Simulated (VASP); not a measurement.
Runs of VASP 6.6.1 on AlNi3. The structure is that of space group Fm-3m (No. 225), or close to it. The cells are those of the table. 

```tsv
cell	gap on the mesh (eV)	pressure (GPa)
a = 4.081 Å, angles 60.0°, 4 atoms	none	(b)
a = 3.975 Å, angles 60.0°, 4 atoms	none	5.2
a = 4.115 Å, angles 60.0°, 4 atoms	none	-11.3
a = 4.046 Å, angles 60.0°, 4 atoms	none	(a)
a = 3.901 Å, angles 60.0°, 4 atoms	none	18.1
```

Alike in all rows: task single point; level PBE; potentials or basis VASP PAW PBE potentials, release 64 (Al, Ni); no spin polarisation; k mesh 14 × 14 × 14; cutoff (eV) 520; smearing gaussian 0.15 eV.

Estimate the missing entries.

(a) -4.3; (b) -8.1.

A gap of «none» marks levels without a gap at the run's occupations.
